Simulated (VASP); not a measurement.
# SnTe (rocksalt type) (Fm-3m) in VASP: notebook

Runs on SnTe (rocksalt type). Level: PBE. Tasks: relaxation of cell and atoms.

Program: VASP 6.6.1. These are calculated values, not measurements. Logs are shortened: lines on timing, memory, paths and dates and some standing lists are left out, and cuts for length are marked.

**1. The cell of the first run**

It takes space group Fm-3m (No. 225, cubic). Conventional cell: a = 5.899 Å, b = 5.899 Å, c = 5.899 Å, α = 90.00°, β = 90.00°, γ = 90.00°. Within 3.9 Å of Sn (site symmetry m-3m) lie 6 Te at 2.95 Å. Within 3.9 Å of Te (site symmetry m-3m) lie 6 Sn at 2.95 Å.

**2. Relaxation of cell and atoms, PBE, target pressure 17 GPa, at which the enthalpy is minimised**

Input file INCAR:

```
PREC     = Accurate       # precision mode
ENCUT    = 600            # plane-wave cutoff, eV
EDIFF    = 1E-6           # SCF threshold, eV
ISMEAR   = -1             # smearing method
SIGMA    = 0.1            # smearing width, eV
LREAL    = F              # projectors in reciprocal space
LASPH    = T              # aspherical terms in the spheres
NELM     = 80             # most SCF steps
ALGO     = Normal         # electronic algorithm
ISIF     = 3              # what is computed and relaxed
LWAVE    = F              # write WAVECAR
LCHARG   = F              # write CHGCAR
GGA      = PE             # functional
IBRION   = 2              # ionic algorithm
NSW      = 60             # ionic steps
EDIFFG   = -0.005         # ionic threshold
PSTRESS  = 170.0
```

Input file KPOINTS:

```
Automatic mesh
0
Gamma
  13 13 13
```

Input file POSCAR:

```
SnTe
1.0
    0.0000000000      2.9493917941      2.9493917941
    2.9493917941      0.0000000000      2.9493917941
    2.9493917941      2.9493917941      0.0000000000
Sn Te
1 1
Direct
    0.0000000000      0.0000000000      0.0000000000
    0.5000000000      0.5000000000      0.5000000000
```

Potentials or basis: VASP PAW PBE potentials, release 64 (Sn_d, Te).

Command:

```bash
$ cat potpaw_PBE.64/Sn_d/POTCAR potpaw_PBE.64/Te/POTCAR > POTCAR
$ mpirun -np 1 vasp_std > vasp.out
```

OUTCAR:

```text
PREC = Accurate
   ENCUT = 600
   EDIFF = 1E-6
   ISMEAR = -1
   LREAL = F
   LASPH = T
   NELM = 80
   ISIF = 3
   GGA = PE
   IBRION = 2
   NSW = 60
   EDIFFG = -0.005
   PSTRESS = 170.0

 ion  position               nearest neighbor table
   1  0.000  0.000  0.000-   2 2.95   2 2.95   2 2.95   2 2.95   2 2.95   2 2.95
   2  0.500  0.500  0.500-   1 2.95   1 2.95   1 2.95   1 2.95   1 2.95   1 2.95

  LATTYP: Found a face centered cubic cell.
 ALAT       =     5.8987835882

  Lattice vectors:

 A1 = (   0.0000000000,   2.9493917941,   2.9493917941)
 A2 = (   2.9493917941,   0.0000000000,   2.9493917941)
 A3 = (   2.9493917941,   2.9493917941,   0.0000000000)

Analysis of symmetry for initial positions (statically):
=====================================================================
 Subroutine PRICEL returns:
 Original cell was already a primitive cell.

 Routine SETGRP: Setting up the symmetry group for a
 face centered cubic supercell.

 Subroutine GETGRP returns: Found 48 space group operations
 (whereof 48 operations were pure point group operations)
 out of a pool of 48 trial point group operations.

The static configuration has the point symmetry O_h .

Analysis of symmetry for dynamics (positions and initial velocities):
=====================================================================
 Subroutine PRICEL returns:
 Original cell was already a primitive cell.

 Routine SETGRP: Setting up the symmetry group for a
 face centered cubic supercell.

 Subroutine GETGRP returns: Found 48 space group operations
 (whereof 48 operations were pure point group operations)
 out of a pool of 48 trial point group operations.

The dynamic configuration has the point symmetry O_h .

 Subroutine INISYM returns: Found 48 space group operations
 (whereof 48 operations are pure point group operations),
 and found     1 'primitive' translations

----------------------------------------------------------------------------------------

                                     Primitive cell

  volume of cell :      51.3130

  direct lattice vectors                    reciprocal lattice vectors
     0.000000000  2.949391794  2.949391794    -0.169526477  0.169526477  0.169526477
     2.949391794  0.000000000  2.949391794     0.169526477 -0.169526477  0.169526477
     2.949391794  2.949391794  0.000000000     0.169526477  0.169526477 -0.169526477

  length of vectors
     4.171069876  4.171069876  4.171069876     0.293628471  0.293628471  0.293628471

  position of ions in fractional coordinates (direct lattice)
     0.000000000  0.000000000  0.000000000
     0.500000000  0.500000000  0.500000000

  ion indices of the primitive-cell ions
   primitive index   ion index
                 1           1
                 2           2

----------------------------------------------------------------------------------------

 KPOINTS: Automatic mesh

Automatic generation of k-mesh.
 Grid dimensions read from file:
 generate k-points for:   13   13   13

 Generating k-lattice:

  Cartesian coordinates                     Fractional coordinates (reciprocal lattice)
    -0.013040498  0.013040498  0.013040498     0.076923077  0.000000000  0.000000000
     0.013040498 -0.013040498  0.013040498     0.000000000  0.076923077  0.000000000
     0.013040498  0.013040498 -0.013040498     0.000000000  0.000000000  0.076923077

  Length of vectors
     0.022586805  0.022586805  0.022586805

  Shift w.r.t. Gamma in fractional coordinates (k-lattice)
     0.000000000  0.000000000  0.000000000

 Subroutine IBZKPT returns following result:
 ===========================================

 Found     84 irreducible k-points:

 Following reciprocal coordinates:
            Coordinates               Weight
  0.000000  0.000000  0.000000      1.000000
  0.076923  0.000000  0.000000      8.000000
  0.153846  0.000000  0.000000      8.000000
  0.230769  0.000000  0.000000      8.000000
  0.307692  0.000000  0.000000      8.000000
  0.384615  0.000000  0.000000      8.000000
[... 16 lines left out ...]
  0.384615  0.153846  0.000000     24.000000
  0.461538  0.153846  0.000000     24.000000
 [... further k-points ...]
   k-points           NKPTS =     84   k-points in BZ     NKDIM =     84   number of bands    NBANDS=     14
   number of dos      NEDOS =    301   number of ions     NIONS =      2
   total plane-waves  NPLWV =  46656
   dimension x,y,z NGX =    36 NGY =   36 NGZ =   36
   dimension x,y,z NGXF=    72 NGYF=   72 NGZF=   72
   ions per type =               1   1
   NGX,Y,Z   is equivalent  to a cutoff of  14.35, 14.35, 14.35 a.u.
   NGXF,Y,Z  is equivalent  to a cutoff of  28.70, 28.70, 28.70 a.u.
 SYSTEM =  unknown system
   PREC   = accura    normal or accurate (medium, high low for compatibility)
   ISTART =      0    job   : 0-new  1-cont  2-samecut
   ICHARG =      2    charge: 1-file 2-atom 10-const
   ISPIN  =      1    spin polarized calculation?
   LNONCOLLINEAR =      F non collinear calculations
   LSORBIT =      F    spin-orbit coupling
   LASPH  =      T    aspherical Exc in radial PAW
   ENCUT  =  600.0 eV  44.10 Ry    6.64 a.u.   8.33  8.33  8.33*2*pi/ulx,y,z
   NELM   =     80;   NELMIN=  2; NELMDL= -5     # of ELM steps
   EDIFF  = 0.1E-05   stopping-criterion for ELM
   LREAL  =      F    real-space projection
   EDIFFG = -.5E-02   stopping-criterion for IOM
   NSW    =     60    number of steps for IOM
   IBRION =      2    ionic relax: 0-MD 1-quasi-New 2-CG
   NFREE  =      1    steps in history (QN), initial steepest desc. (CG)
   ISIF   =      3    stress and relaxation
   ISYM   =      2    0-nonsym 1-usesym 2-fastsym
   POTIM  = 0.5000    time-step for ionic-motion
   TEBEG  =    0.0;   TEEND  =   0.0 temperature during run
   PSTRESS=  170.0 pullay stress
   NELECT =      20.0000    total number of electrons
   NUPDOWN=      -1.0000    fix difference up-down
   EMIN   =  10.00;   EMAX   =-10.00  energy-range for DOS
   EFERMI =   0.00;   METHOD = LEGACY
   ISMEAR =    -1;   SIGMA  =   0.10  broadening in eV -4-tet -1-fermi 0-gaus
   EFERMI_NEDOS =   21; number of points for ismear=-14 and -15
   IALGO  =     38    algorithm
   IMIX   =      4    mixing-type and parameters
     AMIX     =   0.40;   BMIX     =  1.00
     AMIX_MAG =   1.60;   BMIX_MAG =  1.00
  volume/ion in A,a.u.               =      25.66       173.14
  Fermi-wavevector in a.u.,A,eV,Ry     =   1.195847  2.259824 19.457019  1.430051
  Thomas-Fermi vector in A             =   2.331802
   LORBIT       =      0    0 simple, 1 ext, 2 COOP (PROOUT), +10 PAW based schemes
   GGA     = PE    functional components
   LHFCALC =     F    Hartree Fock is set to
   AEXX    =    0.0000 exact exchange contribution
   IVDW    =     0    specifies the selected vdW correction
   LEPSILON=     F    determine dielectric tensor
   LRPA    =     F    only Hartree local field effects (RPA)
 conjugate gradient relaxation of ions
 non-spin polarized calculation
  energy-cutoff  :      600.00
  volume of cell :       51.31
 maximum number of plane-waves:      1735
 NGX is ok and might be reduce to    36
   NGX = 17   NGY = 17   NGZ = 17

--------------------------------------- Ionic step        1  -------------------------------------------

 number of electron      20.0000000 magnetization

 Free energy of the ion-electron system (eV)
  ---------------------------------------------------
  ext. energy  EPLUGINS =         0.00000000
  ---------------------------------------------------
  free energy    TOTEN  =        -6.93666114 eV

  energy without entropy =       -6.92283075  energy(sigma->0) =       -6.92974595

------------------------ aborting loop because EDIFF is reached ----------------------------------------

  FORCE on cell =-STRESS in cart. coord.  units (eV):
  Direction    XX          YY          ZZ          XY          YZ          ZX
  --------------------------------------------------------------------------------------
  -------------------------------------------------------------------------------------
  Total        5.5760103      5.5760103      5.5760103     -0.0000000      0.0000000     -0.0000000
  in kB      174.1031988    174.1031988    174.1031988     -0.0000000      0.0000000     -0.0000000
  external PRESSURE =       4.1031988 kB  Pullay stress =     170.0000000 kB
[... 61 lines left out ...]
  enthalpy is  TOTEN    =        -1.4916493510 eV   P V=        5.4965371589

--------------------------------------- Ionic step        3  -------------------------------------------

 number of electron      20.0000000 magnetization

 Free energy of the ion-electron system (eV)
  ---------------------------------------------------
  ext. energy  EPLUGINS =         0.00000000
  ---------------------------------------------------
  free energy    TOTEN  =        -6.95553634 eV

  energy without entropy =       -6.94192606  energy(sigma->0) =       -6.94873120

 E-fermi :   9.6566     XC(G=0): -10.3960

 val. band max:        9.6545868902   @ k =  -0.3077   0.0769   0.0000
 cond. band min:       9.6964120736   @ k =   0.4615   0.0000   0.0000
 fundamental gap:      0.0418251834
 Fermi energy:         9.6566150919

 k-point     1 :       0.0000    0.0000    0.0000
  band No.  band energies     occupation
      1     -12.4329      2.00000
      2     -12.4329      2.00000
      3     -12.4126      2.00000
      4     -12.4126      2.00000
      5     -12.4126      2.00000
      6      -4.7958      2.00000
      7       5.9003      2.00000
      8       6.9359      2.00000
      9       6.9359      2.00000
     10       6.9359      2.00000
     11      13.3967      0.00000
     12      13.3967      0.00000
     13      13.3967      0.00000
     14      14.0088      0.00000
[... 375 lines left out ...]
 k-point    24 :       0.4615    0.1538    0.0000
  band No.  band energies     occupation
      1     -12.4550      2.00000
      2     -12.4400      2.00000
      3     -12.4104      2.00000
      4     -12.3996      2.00000
      5     -12.3955      2.00000
      6      -3.0347      2.00000
      7       0.7286      2.00000
      8       5.8767      2.00000
      9       6.2852      2.00000
     10       7.7089      2.00000
     11      11.3621      0.00000
     12      11.3683      0.00000
     13      12.7410      0.00000
     14      14.6282      0.00000

 [... further k-points ...]

------------------------ aborting loop because EDIFF is reached ----------------------------------------

  FORCE on cell =-STRESS in cart. coord.  units (eV):
  Direction    XX          YY          ZZ          XY          YZ          ZX
  --------------------------------------------------------------------------------------
  -------------------------------------------------------------------------------------
  Total        5.4675787      5.4675787      5.4675787      0.0000000     -0.0000000      0.0000000
  in kB      170.1341526    170.1341526    170.1341526      0.0000000     -0.0000000      0.0000000
  external PRESSURE =       0.1341526 kB  Pullay stress =     170.0000000 kB
[... 17 lines left out ...]
  FREE ENERGIE OF THE ION-ELECTRON SYSTEM (eV)
  ---------------------------------------------------
  free  energy   TOTEN  =        -6.9555363422 eV

  energy  without entropy=       -6.9419260584  energy(sigma->0) =       -6.94873120

  enthalpy is  TOTEN    =        -1.4922689357 eV   P V=        5.4632674065

 reached required accuracy - stopping structural energy minimisation
```

It took 1.7 min on 1 thread of AMD EPYC 9R45 (Zen 5), shared host; peak memory 0.23 GiB.

What came out:

```yaml
Free_energy: -6.9555 eV
Relaxed_volume: 25.74 Å³/atom
Relaxed_cell: a = 4.176 Å, b = 4.176 Å, c = 4.176 Å, α = 60.00°, β = 60.00°, γ = 60.00°
Space_group_after_relaxing_to_0.1_Å: Fm-3m (No. 225)
Energy_change_on_relaxing_the_run_minimises_the_enthalpy: -9.4 meV/atom
Ionic_steps: 3
Pressure_after_relaxing: 17.0 GPa
```

Step by step:
```tsv
step	energy change (eV)	largest force (eV/Å)	pressure (GPa)	volume (Å³)
1	0.0000	0.0000	17.41	51.31
2	-0.0515	0.0000	16.37	51.80
3	-0.0189	0.0000	17.01	51.49
```

Final structure:
```yaml
crystal:
  lattice:
    - [0.00000, 2.95276, 2.95276]
    - [2.95276, 0.00000, 2.95276]
    - [2.95276, 2.95276, 0.00000]
  atoms:
    - { symbol: Sn, position: [0.00000, 0.00000, 0.00000] }
    - { symbol: Te, position: [0.50000, 0.50000, 0.50000] }
```

Caveat: this odd mesh misses L, so gap, dielectric constants and Born charges aren't listed; the cell is relaxed towards a set pressure, so the run minimises the enthalpy, not the energy; spin-orbit coupling is left out, which moves the levels of the heavy elements.

**3. Relaxation of cell and atoms, PBE, target pressure 17 GPa, at which the enthalpy is minimised**

This run uses another cell than the first one, of 25.74 Å³/atom.

Input file INCAR:

```
SYSTEM = SnTe
  PREC = Accurate
  ENCUT = 600
  EDIFF = 1E-6
  ISMEAR = -1
  SIGMA = 0.1
  LREAL = .FALSE.
  LASPH = .TRUE.
  NELM = 60
  ALGO = Normal
  ISIF = 3
  LWAVE = .FALSE.
  LCHARG = .FALSE.
  GGA = PE
  IBRION = 2
  NSW = 32
  EDIFFG = -0.005
  PSTRESS = 170.0
```

Input file KPOINTS:

```
regular mesh
0
G
  13 13 13
  0 0 0
```

Input file POSCAR:

```
SnTe
1.0
    0.0000000000      2.9526371417      2.9526371417
    2.9526371417      0.0000000000      2.9526371417
    2.9526371417      2.9526371417      0.0000000000
Sn Te
1 1
Direct
    0.0000000000      0.0000000000      0.0000000000
    0.5000000000      0.5000000000      0.5000000000
```

Potentials or basis: VASP PAW PBE potentials, release 64 (Sn_d, Te).

Command:

```bash
$ cat potpaw_PBE.64/Sn_d/POTCAR potpaw_PBE.64/Te/POTCAR > POTCAR
$ mpirun -np 1 vasp_std > vasp.out
```

OUTCAR:

```text
SYSTEM = SnTe
   PREC = Accurate
   ENCUT = 600
   EDIFF = 1E-6
   ISMEAR = -1
   LREAL = .FALSE.
   LASPH = .TRUE.
   NELM = 60
   ISIF = 3
   GGA = PE
   IBRION = 2
   NSW = 32
   EDIFFG = -0.005
   PSTRESS = 170.0

 ion  position               nearest neighbor table
   1  0.000  0.000  0.000-   2 2.95   2 2.95   2 2.95   2 2.95   2 2.95   2 2.95
   2  0.500  0.500  0.500-   1 2.95   1 2.95   1 2.95   1 2.95   1 2.95   1 2.95

  LATTYP: Found a face centered cubic cell.
 ALAT       =     5.9052742834

  Lattice vectors:

 A1 = (   0.0000000000,   2.9526371417,   2.9526371417)
 A2 = (   2.9526371417,   0.0000000000,   2.9526371417)
 A3 = (   2.9526371417,   2.9526371417,   0.0000000000)

Analysis of symmetry for initial positions (statically):
=====================================================================
 Subroutine PRICEL returns:
 Original cell was already a primitive cell.

 Routine SETGRP: Setting up the symmetry group for a
 face centered cubic supercell.

 Subroutine GETGRP returns: Found 48 space group operations
 (whereof 48 operations were pure point group operations)
 out of a pool of 48 trial point group operations.

The static configuration has the point symmetry O_h .

Analysis of symmetry for dynamics (positions and initial velocities):
=====================================================================
 Subroutine PRICEL returns:
 Original cell was already a primitive cell.

[... 232 lines left out ...]
 number of electron      20.0000000 magnetization

 Free energy of the ion-electron system (eV)
  ---------------------------------------------------
  ext. energy  EPLUGINS =         0.00000000
  ---------------------------------------------------
  free energy    TOTEN  =        -6.95640470 eV

  energy without entropy =       -6.94280802  energy(sigma->0) =       -6.94960636

 E-fermi :   9.6540     XC(G=0): -10.3952

 val. band max:        9.6515426657   @ k =  -0.3077   0.0769   0.0000
 cond. band min:       9.6941679910   @ k =   0.4615   0.0000   0.0000
 fundamental gap:      0.0426253253
 Fermi energy:         9.6539849019

 k-point     1 :       0.0000    0.0000    0.0000
  band No.  band energies     occupation
      1     -12.4340      2.00000
      2     -12.4340      2.00000
      3     -12.4137      2.00000
      4     -12.4137      2.00000
      5     -12.4137      2.00000
      6      -4.7971      2.00000
      7       5.8967      2.00000
      8       6.9336      2.00000
      9       6.9336      2.00000
     10       6.9336      2.00000
     11      13.3938      0.00000
     12      13.3938      0.00000
     13      13.3938      0.00000
     14      14.0066      0.00000
[... 377 lines left out ...]
      1     -12.4560      2.00000
      2     -12.4410      2.00000
      3     -12.4115      2.00000
      4     -12.4006      2.00000
      5     -12.3966      2.00000
      6      -3.0365      2.00000
      7       0.7269      2.00000
      8       5.8746      2.00000
      9       6.2831      2.00000
     10       7.7065      2.00000
     11      11.3593      0.00000
     12      11.3657      0.00000
     13      12.7378      0.00000
     14      14.6258      0.00000

 [... further k-points ...]

------------------------ aborting loop because EDIFF is reached ----------------------------------------

  FORCE on cell =-STRESS in cart. coord.  units (eV):
  Direction    XX          YY          ZZ          XY          YZ          ZX
  --------------------------------------------------------------------------------------
  -------------------------------------------------------------------------------------
  Total        5.4740976      5.4740976      5.4740976      0.0000000      0.0000000      0.0000000
  in kB      170.3103906    170.3103906    170.3103906      0.0000000      0.0000000      0.0000000
  external PRESSURE =       0.3103906 kB  Pullay stress =     170.0000000 kB
[... 21 lines left out ...]
  energy  without entropy=       -6.9428080231  energy(sigma->0) =       -6.94960636

  enthalpy is  TOTEN    =        -1.4922836706 eV   P V=        5.4641210268

 reached required accuracy - stopping structural energy minimisation
```

It took 85 s on 1 thread of AMD EPYC 9R45 (Zen 5), shared host; peak memory 0.23 GiB.

Results:

* Free energy: -6.9564 eV
* Relaxed volume: 25.75 Å³/atom
* Relaxed cell: a = 4.176 Å, b = 4.176 Å, c = 4.176 Å, α = 60.00°, β = 60.00°, γ = 60.00°
* Space group after relaxing (to 0.1 Å): Fm-3m (No. 225)
* Energy change on relaxing (the run minimises the enthalpy): -0.8 meV/atom
* Ionic steps: 3
* Pressure after relaxing: 17.0 GPa

The path:
```
step  energy change (eV)  largest force (eV/Å)  pressure (GPa)  volume (Å³)
   1              0.0000                0.0000           17.06        51.48
   2             -0.0076                0.0000           16.88        51.55
   3             -0.0015                0.0000           17.03        51.50
```

Final structure:
```xyz
2
Lattice="0.0000 2.9529 2.9529 2.9529 0.0000 2.9529 2.9529 2.9529 0.0000" Properties=species:S:1:pos:R:3 pbc="T T T"
Sn    0.0000    0.0000    0.0000
Te    2.9529    2.9529    2.9529
```

Levels at points of the mesh, in eV from the Fermi level:
```
           k point  band 7  band 8  band 9  band 10  band 11  band 12  band 13  band 14
(0.00, 0.00, 0.00)   -3.76   -2.72   -2.72    -2.72     3.74     3.74     3.74     4.35
```

Caveat: this odd mesh misses L, so gap, dielectric constants and Born charges aren't listed; the cell is relaxed towards a set pressure, so the run minimises the enthalpy, not the energy; spin-orbit coupling is left out, which moves the levels of the heavy elements.
